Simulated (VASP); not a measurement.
Set up this calculation in VASP 6.6.1, as the native input.

```
Task                   : single point
Functional             : PBE
Potentials or basis    : VASP PAW PBE potentials, release 64 (Ca_sv, O)
Cutoff                 : 520 eV
k mesh                 : 9 × 9 × 6
Occupations            : gaussian, width 0.05 eV
Spin                   : no spin polarisation
Dipole correction      : no
Further INCAR settings : ALGO = Normal; EDIFF = 1e-07; NBANDS = 24
```

The structure of CaO lies in POSCAR:

```
CaO
1.0
    4.3783100914      0.0000000000      0.0000000000
   -2.1891550457      3.2832970593      0.0000000000
    0.0000000000      0.0000000000      4.6154481346
Ca O
2 2
Direct
    0.3333333333      0.6666666667      0.7500000000
    0.6666666667      0.3333333333      0.2500000000
    0.3333333333      0.6666666667      0.2500000000
    0.6666666667      0.3333333333      0.7500000000
```

This cell differs from its parent crystal: strain +e along x and -e along y +0.0733, strain +e along z and -e/2 along x and y -0.0400.

One way to write it, as run:

INCAR

```
SYSTEM = CaO
PREC = Accurate ; ENCUT = 520
EDIFF = 1E-7 ; ISMEAR = 0
SIGMA = 0.05 ; LREAL = .FALSE.
LASPH = .TRUE. ; NELM = 100
ALGO = Normal ; ISIF = 2
LWAVE = .FALSE. ; LCHARG = .TRUE.
GGA = PE ; LELF = .TRUE.
LVHAR = .TRUE. ; NBANDS = 24
```

KPOINTS

```
Automatic mesh
0
G
  9 9 6
  0 0 0
```

Potentials or basis: VASP PAW PBE potentials, release 64 (Ca_sv, O).

Run with:

```console
$ cat potpaw_PBE.64/Ca_sv/POTCAR potpaw_PBE.64/O/POTCAR > POTCAR
$ mpirun -np 1 vasp_std > vasp.out
```

It gave:

```yaml
Pressure: 3.1 GPa
Largest_force: 0.986 eV/Å
Band_gap_on_the_k_mesh: 2.98 eV, direct
```

Caveat: the cell differs from its parent crystal (strain +e along x and -e along y +0.0733, strain +e along z and -e/2 along x and y -0.0400).

Wall time 88 s on 1 thread of Intel(R) Xeon(R) 6975P-C (Granite Rapids), on a shared host, peak memory 0.28 GiB.
